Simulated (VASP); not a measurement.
# WC (P-6m2) in VASP: further runs, part 2 of 2

VASP 6.6.1.

### Step 4. Relaxation of cell and atoms, PBE

The input, INCAR:

```
SYSTEM = WC
PREC = Accurate
ENCUT = 600
EDIFF = 1E-6
ISMEAR = 0
SIGMA = 0.1
LREAL = .False.
LASPH = .True.
NELM = 60
ALGO = Normal
ISIF = 3
LWAVE = .False.
LCHARG = .False.
GGA = PE
IBRION = 2
NSW = 100
EDIFFG = -0.005
```

The input, KPOINTS:

```
regular mesh
0
Gamma
  18 18 14
  0 0 0
```

The input, POSCAR:

```
WC
1.0
    2.9225169294      0.0000000000      0.0000000000
   -1.4612584647      2.5309739039      0.0000000000
    0.0000000000      0.0000000000      2.8461543306
W C
1 1
Direct
    0.0000000000      0.0000000000      0.0000000000
    0.6666666667      0.3333333333      0.5000000000
```

Potentials or basis: VASP PAW PBE potentials, release 64 (W_sv, C).

Launch:

```
cat potpaw_PBE.64/W_sv/POTCAR potpaw_PBE.64/C/POTCAR > POTCAR
mpirun -np 1 vasp_std > vasp.out
```

OUTCAR:

```text
SYSTEM = WC
   PREC = Accurate
   ENCUT = 600
   EDIFF = 1E-6
   ISMEAR = 0
   LREAL = .False.
   LASPH = .True.
   NELM = 60
   ISIF = 3
   GGA = PE
   IBRION = 2
   NSW = 100
   EDIFFG = -0.005

 ion  position               nearest neighbor table
   1  0.000  0.000  0.000-   2 2.21   2 2.21   2 2.21   2 2.21   2 2.21   2 2.21
   2  0.667  0.333  0.500-   1 2.21   1 2.21   1 2.21   1 2.21   1 2.21   1 2.21

  LATTYP: Found a hexagonal cell.
 ALAT       =     2.9225169294
 C/A-ratio  =     0.9738709473

  Lattice vectors:

 A1 = (   2.9225169294,   0.0000000000,   0.0000000000)
 A2 = (  -1.4612584647,   2.5309739039,   0.0000000000)
 A3 = (   0.0000000000,   0.0000000000,   2.8461543306)

Analysis of symmetry for initial positions (statically):
=====================================================================
 Subroutine PRICEL returns:
 Original cell was already a primitive cell.

 Routine SETGRP: Setting up the symmetry group for a
 hexagonal supercell.

 Subroutine GETGRP returns: Found 12 space group operations
 (whereof 12 operations were pure point group operations)
 out of a pool of 24 trial point group operations.

The static configuration has the point symmetry D_3h.

Analysis of symmetry for dynamics (positions and initial velocities):
=====================================================================
 Subroutine PRICEL returns:
[... 270 lines left out ...]
  ---------------------------------------------------
  ext. energy  EPLUGINS =         0.00000000
  ---------------------------------------------------
  free energy    TOTEN  =       -22.45100078 eV

  energy without entropy =      -22.44959941  energy(sigma->0) =      -22.45030010

 E-fermi :  10.8284     XC(G=0): -13.7066

 val. band max:       10.8167711638   @ k =   0.4444  -0.0000   0.5000
 cond. band min:      10.8362205668   @ k =   0.4444   0.0556   0.4286
 fundamental gap:      0.0194494030
 Fermi energy:        10.8283705720

 k-point     1 :       0.0000    0.0000    0.0000
  band No.  band energies     occupation
      1     -63.1983      2.00000
      2     -27.1750      2.00000
      3     -27.0851      2.00000
      4     -27.0851      2.00000
      5      -3.4812      2.00000
      6       6.6249      2.00000
      7       7.5673      2.00000
      8       7.5673      2.00000
      9      10.9411      0.11093
     10      14.0014      0.00000
     11      14.0014      0.00000
     12      16.3781      0.00000
     13      16.3781      0.00000
[... 354 lines left out ...]
  band No.  band energies     occupation
      1     -63.1448      2.00000
      2     -27.7993      2.00000
      3     -27.3154      2.00000
      4     -27.0714      2.00000
      5      -0.1708      2.00000
      6       4.0517      2.00000
      7       7.3020      2.00000
      8       7.4163      2.00000
      9      10.3460      2.00000
     10      12.6410      0.00000
     11      14.3246      0.00000
     12      15.5279      0.00000
     13      18.2463      0.00000

 [... further k-points ...]

------------------------ aborting loop because EDIFF is reached ----------------------------------------

  FORCE on cell =-STRESS in cart. coord.  units (eV):
  Direction    XX          YY          ZZ          XY          YZ          ZX
  --------------------------------------------------------------------------------------
  -------------------------------------------------------------------------------------
  Total       -0.0087538     -0.0087538      0.0084247     -0.0000000      0.0000000     -0.0000000
  in kB       -0.6646380     -0.6646380      0.6396540     -0.0000000      0.0000000     -0.0000000
  external PRESSURE =      -0.2298740 kB  Pullay stress =       0.0000000 kB
[... 17 lines left out ...]
  FREE ENERGIE OF THE ION-ELECTRON SYSTEM (eV)
  ---------------------------------------------------
  free  energy   TOTEN  =       -22.4510007806 eV

  energy  without entropy=      -22.4495994096  energy(sigma->0) =      -22.45030010

 reached required accuracy - stopping structural energy minimisation
```

OSZICAR:

```text
N       E                     dE             d eps       ncg     rms          rms(c)
DAV:   1     0.119056593721E+03    0.11906E+03   -0.10701E+04  7704   0.170E+03
DAV:   2    -0.210618180580E+02   -0.14012E+03   -0.13644E+03  8676   0.405E+02
DAV:   3    -0.254861978313E+02   -0.44244E+01   -0.43831E+01  9582   0.647E+01
DAV:   4    -0.255317224809E+02   -0.45525E-01   -0.45498E-01  8350   0.700E+00
[... 24 lines left out ...]
DAV:   5    -0.224510017578E+02   -0.57413E-05   -0.26239E-05  8836   0.592E-02    0.105E-02
DAV:   6    -0.224510010951E+02    0.66270E-06   -0.46139E-06  8616   0.170E-02
   3 F= -.22451001E+02 E0= -.22450300E+02  d E =-.163585E-03
       N       E                     dE             d eps       ncg     rms          rms(c)
DAV:   1    -0.224510010775E+02    0.68035E-06   -0.74601E-06  7781   0.401E-02    0.704E-03
DAV:   2    -0.224510007806E+02    0.29692E-06   -0.65614E-07  3883   0.105E-02
   4 F= -.22451001E+02 E0= -.22450300E+02  d E =-.163270E-03
```

CONTCAR:

```text
WC
   1.00000000000000
     2.9242304599846323    0.0000000000000000    0.0000000000000000
    -1.4621152299923161    2.5324578649165401   -0.0000000000000000
     0.0000000000000000    0.0000000000000000    2.8494817130235273
  W               C
     1     1
Direct
     0.0000000000000000    0.0000000000000000    0.0000000000000000
     0.6666666667000030    0.3333333332999970    0.5000000000000000

  0.00000000E+00  0.00000000E+00  0.00000000E+00
  0.00000000E+00  0.00000000E+00  0.00000000E+00
```

Run time: 51 s. Hardware: 1 thread of Intel Xeon 6975P-C (Granite Rapids), shared host; peak memory 0.23 GiB.

Results:

```yaml
Free_energy: -22.4510 eV
Relaxed_volume: 10.55 Å³/atom
Relaxed_cell: a = 2.924 Å, b = 2.924 Å, c = 2.849 Å, α = 90.00°, β = 90.00°, γ = 120.00°
Space_group_after_relaxing_to_0.1_Å: P-6m2 (No. 187)
Energy_gained_by_relaxing: 0.1 meV/atom
Ionic_steps: 4
Pressure_after_relaxing: 0.0 GPa
Band_gap_on_the_k_mesh: zero (bands 9 and 10 overlap by 1.19 eV)
```

The path:
| step | energy change (eV) | largest force (eV/Å) | pressure (GPa) | volume (Å³) |
| --- | --- | --- | --- | --- |
| 1 | 0.0000 | 0.0000 | 0.93 | 21.05 |
| 2 | 0.0010 | 0.0000 | -2.54 | 21.24 |
| 3 | -0.0002 | 0.0000 | -0.04 | 21.10 |
| 4 | -0.0002 | 0.0000 | -0.02 | 21.10 |

Final structure:
```
W C
1.0
     2.92423    0.00000    0.00000
    -1.46212    2.53246    0.00000
     0.00000    0.00000    2.84948
W C
1 1
Direct
  0.00000 0.00000 0.00000
  0.66667 0.33333 0.50000
```

Levels at points of the mesh, in eV from the Fermi level:
```csv
k point,band 6,band 7,band 8,band 9,band 10,band 11,band 12,band 13
"(0.00, 0.00, 0.00)",-4.20,-3.26,-3.26,0.11,3.17,3.17,5.55,5.55
"(0.50, 0.00, 0.00)",-6.94,-3.51,-3.48,-0.46,2.31,4.43,4.77,6.78
"(0.00, 0.00, 0.50)",-8.53,-1.97,-1.97,-0.55,-0.55,3.64,4.48,4.48
"(0.50, 0.00, 0.50)",-6.34,-4.23,-4.13,0.27,4.33,5.20,6.50,9.02
```

Caveat: spin-orbit coupling is left out, which moves the levels of the heavy elements.

### Step 5. Overview

| task | cell | k mesh | cutoff (eV) | gap on the mesh (eV) | pressure (GPa) |
| --- | --- | --- | --- | --- | --- |
| single point | a = 2.922, b = 2.922, c = 2.847 Å, angles 90.0, 90.0, 120.0°, 2 atoms, atomic positions A | 18 × 18 × 14 | 520 | none | 1.1 |
| single point | a = 2.922, b = 6.400, c = 2.847 Å, angles 152.8, 90.0, 103.2°, 2 atoms, atomic positions B | 12 × 6 × 29 | 520 | none | 1.1 |
| relaxation of cell and atoms | relaxed from a = 2.923, b = 2.923, c = 2.846 Å, angles 90.0, 90.0, 120.0°, 2 atoms, atomic positions A | 18 × 18 × 14 | 600 | none | 0.0 |

Alike in all rows: level PBE; potentials or basis VASP PAW PBE potentials, release 64 (W_sv, C); no spin polarisation; smearing gaussian 0.1 eV.

Caveats: spin-orbit coupling is left out, which moves the levels of the heavy elements.

Absolute energies hang on the potentials; compare differences alone.
